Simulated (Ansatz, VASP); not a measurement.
## One calculation of BN, two programs

INCAR

```
SYSTEM = BN
ALGO     = Normal         ! electronic algorithm
EDIFF    = 1E-7           ! SCF threshold, eV
ENCUT    = 520            ! plane-wave cutoff, eV
GGA      = PE             ! functional
ISIF     = 2              ! what is computed and relaxed
ISMEAR   = 0              ! smearing method
LASPH    = .TRUE.         ! aspherical terms in the spheres
LCHARG   = .FALSE.        ! write CHGCAR
LREAL    = .FALSE.        ! projectors in reciprocal space
LWAVE    = .FALSE.        ! write WAVECAR
NBANDS   = 11             ! bands
NELM     = 60             ! most SCF steps
PREC     = Accurate       ! precision mode
SIGMA    = 0.01           ! smearing width, eV
```

The input KPOINTS:

```
k-points
0
G
  9 9 9
  0 0 0
```

File POSCAR:

```
BN
1.0
    0.0000000000      1.8371364149      1.8371364149
    1.8371364149      0.0000000000      1.8371364149
    1.8371364149      1.8371364149      0.0000000000
B N
1 1
Direct
    0.0000000000      0.0000000000      0.0000000000
    0.2500000000      0.2500000000      0.2500000000
```

Input for Ansatz:

```yaml
crystal:
  lattice:
    - [0.0, 1.8371364149428477, 1.8371364149428477]
    - [1.8371364149428477, 0.0, 1.8371364149428477]
    - [1.8371364149428477, 1.8371364149428477, 0.0]
  atoms:
    - { symbol: B, position: [0.0, 0.0, 0.0] }
    - { symbol: "N", position: [0.25, 0.25, 0.25] }
basis:
  ecutwfc: 500.0
kpoints:
  mp_grid:
    grid: [9, 9, 9]
hamiltonian:
  xc: pbe
scf:
  occupations:
    method: fixed
output:
  stress: true
```

Alike in both runs: task single point; functional PBE; k mesh 9 × 9 × 9; no spin polarisation.

```csv
,VASP,Ansatz
version,VASP 6.6.1,Ansatz 0.2.0
potentials or method,"VASP PAW PBE potentials, release 64 (B, N), cutoff 520 eV","plane waves, PAW"
occupations,"gaussian, width 0.01 eV",fixed
valence electrons in the cell,8,8
```

```csv
,VASP,Ansatz,Ansatz less VASP
pressure (GPa),-13.9,-14.0,-0.11
```
